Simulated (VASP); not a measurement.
# GaN (Fm-3m) in VASP: further runs

Runs on GaN. Level: PBE-based screened hybrid with 25 % exact exchange. Tasks: single point.

All numbers are computed with VASP 6.6.1; they aren't measurements. Logs are shortened: lines on timing, memory, paths and dates and some standing lists are left out, and cuts for length are marked.

### Step 1. The cell of the first run

Symmetry: Fm-3m, No. 225, cubic system. Conventional cell: a = 4.270 Å, b = 4.270 Å, c = 4.270 Å, α = 90.00°, β = 90.00°, γ = 90.00°. Ga (site symmetry m-3m) has 6 N at 2.14 Å within 2.8 Å. Within 2.8 Å of N (site symmetry m-3m) lie 6 Ga at 2.14 Å.

### Step 2. Single point, PBE-based screened hybrid with 25 % exact exchange

File POSCAR:

```
GaN
1.0
    0.0000000000      2.1352350000      2.1352350000
    2.1352350000      0.0000000000      2.1352350000
    2.1352350000      2.1352350000      0.0000000000
Ga N
1 1
Direct
    0.0000000000      0.0000000000      0.0000000000
    0.5000000000      0.5000000000      0.5000000000
```

File INCAR.step1:

```
PREC     = Accurate       # precision mode
ENCUT    = 520            # plane-wave cutoff, eV
EDIFF    = 1E-5           # SCF threshold, eV
ISMEAR   = -1             # smearing method
SIGMA    = 0.05           # smearing width, eV
LREAL    = False          # projectors in reciprocal space
LASPH    = True           # aspherical terms in the spheres
NELM     = 60             # most SCF steps
ALGO     = Normal         # electronic algorithm
ISIF     = 2              # what is computed and relaxed
LWAVE    = True           # write WAVECAR
GGA      = PE             # functional
NBANDS   = 16             # bands
```

File INCAR.step2:

```
PREC     = Accurate       # precision mode
ENCUT    = 520            # plane-wave cutoff, eV
EDIFF    = 1E-6           # SCF threshold, eV
ISMEAR   = -1             # smearing method
SIGMA    = 0.05           # smearing width, eV
LREAL    = False          # projectors in reciprocal space
LASPH    = True           # aspherical terms in the spheres
NELM     = 60             # most SCF steps
ALGO     = Normal         # electronic algorithm
ISIF     = 2              # what is computed and relaxed
LWAVE    = False          # write WAVECAR
LCHARG   = True           # write CHGCAR
GGA      = PE             # functional
LHFCALC  = True           # exact exchange
AEXX     = 0.25           # exact-exchange fraction
HFSCREEN = 0.1            # screening, 1/A
PRECFOCK = Normal       
LELF     = True           # ELF
LVHAR    = True         
ISTART   = 1            
NBANDS   = 16             # bands
```

File KPOINTS:

```
Automatic mesh
0
Gamma
  6 6 6
```

Potentials or basis: VASP PAW PBE potentials, release 64 (Ga_d, N).

Launch:

```bash
$ cat potpaw_PBE.64/Ga_d/POTCAR potpaw_PBE.64/N/POTCAR > POTCAR
$ cp INCAR.step1 INCAR
$ mpirun -np 1 vasp_std > vasp.out
$ cp INCAR.step2 INCAR
$ mpirun -np 1 vasp_std > vasp.out
```

OUTCAR:

```text
PREC = Accurate
   ENCUT = 520
   EDIFF = 1E-6
   ISMEAR = -1
   LREAL = False
   LASPH = True
   NELM = 60
   ISIF = 2
   GGA = PE
   LHFCALC = True
   AEXX = 0.25
   HFSCREEN = 0.1
   PRECFOCK = Normal
   ISTART = 1

 ion  position               nearest neighbor table
   1  0.000  0.000  0.000-   2 2.14   2 2.14   2 2.14   2 2.14   2 2.14   2 2.14
   2  0.500  0.500  0.500-   1 2.14   1 2.14   1 2.14   1 2.14   1 2.14   1 2.14

  LATTYP: Found a face centered cubic cell.
 ALAT       =     4.2704700000

  Lattice vectors:

 A1 = (   0.0000000000,   2.1352350000,   2.1352350000)
 A2 = (   2.1352350000,   0.0000000000,   2.1352350000)
 A3 = (   2.1352350000,   2.1352350000,   0.0000000000)

Analysis of symmetry for initial positions (statically):
=====================================================================
 Subroutine PRICEL returns:
 Original cell was already a primitive cell.

 Routine SETGRP: Setting up the symmetry group for a
 face centered cubic supercell.

 Subroutine GETGRP returns: Found 48 space group operations
 (whereof 48 operations were pure point group operations)
 out of a pool of 48 trial point group operations.

The static configuration has the point symmetry O_h .

Analysis of symmetry for dynamics (positions and initial velocities):
=====================================================================
 Subroutine PRICEL returns:
 Original cell was already a primitive cell.

 Routine SETGRP: Setting up the symmetry group for a
 face centered cubic supercell.

 Subroutine GETGRP returns: Found 48 space group operations
 (whereof 48 operations were pure point group operations)
 out of a pool of 48 trial point group operations.

The dynamic configuration has the point symmetry O_h .

 Subroutine INISYM returns: Found 48 space group operations
 (whereof 48 operations are pure point group operations),
 and found     1 'primitive' translations

----------------------------------------------------------------------------------------

                                     Primitive cell

  volume of cell :      19.4700

  direct lattice vectors                    reciprocal lattice vectors
     0.000000000  2.135235000  2.135235000    -0.234166263  0.234166263  0.234166263
     2.135235000  0.000000000  2.135235000     0.234166263 -0.234166263  0.234166263
     2.135235000  2.135235000  0.000000000     0.234166263  0.234166263 -0.234166263
[... 81 lines left out ...]
   ISIF   =      2    stress and relaxation
   ISYM   =      3    0-nonsym 1-usesym 2-fastsym
   POTIM  = 0.5000    time-step for ionic-motion
   TEBEG  =    0.0;   TEEND  =   0.0 temperature during run
   PSTRESS=    0.0 pullay stress
   NELECT =      18.0000    total number of electrons
   NUPDOWN=      -1.0000    fix difference up-down
   EMIN   =  10.00;   EMAX   =-10.00  energy-range for DOS
   EFERMI =   0.00;   METHOD = LEGACY
   ISMEAR =    -1;   SIGMA  =   0.05  broadening in eV -4-tet -1-fermi 0-gaus
   EFERMI_NEDOS =   21; number of points for ismear=-14 and -15
   IALGO  =     38    algorithm
   IMIX   =      1    mixing-type and parameters
     AMIX     =   0.40;   BMIX     =  1.00
     AMIX_MAG =   1.60;   BMIX_MAG =  1.00
  volume/ion in A,a.u.               =       9.74        65.70
  Fermi-wavevector in a.u.,A,eV,Ry     =   1.594814  3.013761 34.605481  2.543431
  Thomas-Fermi vector in A             =   2.692830
   LORBIT       =      0    0 simple, 1 ext, 2 COOP (PROOUT), +10 PAW based schemes
   GGA     = PE    functional components
   LHFCALC =     T    Hartree Fock is set to
   PRECFOCK=normal    Normal, Fast or Accurate (Low or Medium for compatibility)
   ENCUT4O =  -1.0   cutoff for four orbital integrals eV
   NKREDX  =     1    reduce k-point grid by
   NKREDY  =     1    reduce k-point grid by
   NKREDZ  =     1    reduce k-point grid by
   AEXX    =    0.2500 exact exchange contribution
   HFSCREEN=    0.1000 screening length (either q_TF or 0.3 A-1)
   HFSCREENC=   0.1000 screening length for correlation (either q_TF or 0.3 A-1)
   ENCUTFOCK=  -1.0 apply spherical cutoff to Coloumb kernel
   IVDW    =     0    specifies the selected vdW correction
   LEPSILON=     F    determine dielectric tensor
   LRPA    =     F    only Hartree local field effects (RPA)
 non-spin polarized calculation
  energy-cutoff  :      520.00
  volume of cell :       19.47
 maximum number of plane-waves:       544
 NGX is ok and might be reduce to    24
  NGX = 18; NGY = 18; NGZ = 18

 number of electron      18.0000005 magnetization

 Free energy of the ion-electron system (eV)
  ---------------------------------------------------
  ext. energy  EPLUGINS =         0.00000000
  ---------------------------------------------------
  free energy    TOTEN  =       -14.24157424 eV

  energy without entropy =      -14.24157424  energy(sigma->0) =      -14.24157424

 E-fermi :   7.6280     XC(G=0): -10.3246

 val. band max:        6.6050604613   @ k =  -0.1667   0.1667   0.0000
 cond. band min:       8.5559627602   @ k =   0.5000   0.5000   0.0000
 fundamental gap:      1.9509022990
 Fermi energy:         7.6280035514

 k-point     1 :       0.0000    0.0000    0.0000
  band No.  band energies     occupation
      1     -12.0758      2.00000
      2      -9.7519      2.00000
      3      -9.7519      2.00000
      4      -9.7519      2.00000
      5      -9.7195      2.00000
      6      -9.7195      2.00000
[... 281 lines left out ...]
      3      -9.7302      2.00000
      4      -9.6310      2.00000
      5      -9.5075      2.00000
      6      -6.2989      2.00000
[... 8 lines left out ...]
     15      30.2222      0.00000
     16      36.0418      0.00000

------------------------ aborting loop because EDIFF is reached ----------------------------------------

  FORCE on cell =-STRESS in cart. coord.  units (eV):
  Direction    XX          YY          ZZ          XY          YZ          ZX
  --------------------------------------------------------------------------------------
  -------------------------------------------------------------------------------------
  Total       -1.1533438     -1.1533438     -1.1533438      0.0000000      0.0000000     -0.0000000
  in kB      -94.9078899    -94.9078899    -94.9078899      0.0000000      0.0000000     -0.0000000
  external PRESSURE =     -94.9078899 kB  Pullay stress =       0.0000000 kB

 VOLUME and BASIS-vectors are now :
 -----------------------------------------------------------------------------
  energy-cutoff  :      520.00
  volume of cell :       19.47
      direct lattice vectors                 reciprocal lattice vectors
     0.000000000  2.135235000  2.135235000    -0.234166263  0.234166263  0.234166263
     2.135235000  0.000000000  2.135235000     0.234166263 -0.234166263  0.234166263
     2.135235000  2.135235000  0.000000000     0.234166263  0.234166263 -0.234166263

 POSITION                                       TOTAL-FORCE (eV/Angst)
 -----------------------------------------------------------------------------------
      0.00000      0.00000      0.00000        -0.000000     -0.000000      0.000000
      2.13524      2.13524      2.13524         0.000000      0.000000      0.000000
 -----------------------------------------------------------------------------------
    total drift:                               -0.000003     -0.000006     -0.000004

  FREE ENERGIE OF THE ION-ELECTRON SYSTEM (eV)
  ---------------------------------------------------
  free  energy   TOTEN  =       -14.2415742398 eV

  energy  without entropy=      -14.2415742394  energy(sigma->0) =      -14.24157424
```

Wall time 32 min (1 thread of AMD EPYC 7R43 (Zen 3), shared host); peak memory 0.22 GiB.

What came out:

- Free energy: -14.2416 eV
- Pressure: -9.5 GPa
- Band gap on the k mesh: 1.95 eV (least direct gap 3.96 eV)

Caveat: the k points lie up to 0.42 Å⁻¹ apart; the PAW data sets were made with another functional, which shifts forces and pressure a little. A k mesh can miss the band edges.

### Step 3. Single point, PBE-based screened hybrid with 25 % exact exchange

POSCAR is that of step 2.

File INCAR.step1:

```
SYSTEM = GaN
PREC     = Accurate       ! precision mode
ENCUT    = 520            ! plane-wave cutoff, eV
EDIFF    = 1E-5           ! SCF threshold, eV
ISMEAR   = -1             ! smearing method
SIGMA    = 0.05           ! smearing width, eV
LREAL    = .False.        ! projectors in reciprocal space
LASPH    = .True.         ! aspherical terms in the spheres
NELM     = 60             ! most SCF steps
ALGO     = Normal         ! electronic algorithm
ISIF     = 2              ! what is computed and relaxed
LWAVE    = .True.         ! write WAVECAR
LCHARG   = .False.        ! write CHGCAR
GGA      = PE             ! functional
NBANDS   = 16             ! bands
```

File INCAR.step2:

```
SYSTEM = GaN
PREC     = Accurate       ! precision mode
ENCUT    = 520            ! plane-wave cutoff, eV
EDIFF    = 1E-7           ! SCF threshold, eV
ISMEAR   = -1             ! smearing method
SIGMA    = 0.05           ! smearing width, eV
LREAL    = .False.        ! projectors in reciprocal space
LASPH    = .True.         ! aspherical terms in the spheres
NELM     = 60             ! most SCF steps
ALGO     = Normal         ! electronic algorithm
ISIF     = 2              ! what is computed and relaxed
LWAVE    = .False.        ! write WAVECAR
LCHARG   = .False.        ! write CHGCAR
GGA      = PE             ! functional
LHFCALC  = .True.         ! exact exchange
AEXX     = 0.25           ! exact-exchange fraction
HFSCREEN = 0.15           ! screening, 1/A
PRECFOCK = Normal       
ISTART   = 1            
NBANDS   = 16             ! bands
```

File KPOINTS:

```
regular mesh
0
Gamma
  6 6 6
  0 0 0
```

Potentials or basis: VASP PAW PBE potentials, release 64 (Ga_d, N).

Launch:

```bash
$ cat potpaw_PBE.64/Ga_d/POTCAR potpaw_PBE.64/N/POTCAR > POTCAR
$ cp INCAR.step1 INCAR
$ mpirun -np 1 vasp_std > vasp.out
$ cp INCAR.step2 INCAR
$ mpirun -np 1 vasp_std > vasp.out
```

Run time: 44 min. Hardware: 1 thread of AMD EPYC 7R43 (Zen 3), shared host; peak memory 0.22 GiB.

Results (log left out):

```yaml
Free_energy: -14.0082 eV
Pressure: -9.4 GPa
Band_gap_on_the_k_mesh: 1.77 eV (least direct gap 3.79 eV)
```

Levels at points of the mesh, in eV from the valence-band top:
| k point | band 6 | band 7 | band 8 | band 9 | band 10 | band 11 | band 12 | band 13 |
| --- | --- | --- | --- | --- | --- | --- | --- | --- |
| (0.00, 0.00, 0.00) | -16.32 | -0.50 | -0.50 | -0.50 | 3.29 | 16.10 | 16.10 | 16.10 |
| (0.50, 0.00, 0.00) | -15.50 | -8.80 | -0.23 | -0.23 | 5.94 | 10.57 | 10.57 | 11.26 |
| (0.50, 0.50, 0.00) | -12.74 | -7.51 | -3.18 | -3.18 | 1.77 | 9.04 | 13.82 | 16.41 |

Caveat: the k points lie up to 0.42 Å⁻¹ apart; the PAW data sets were made with another functional, which shifts forces and pressure a little.
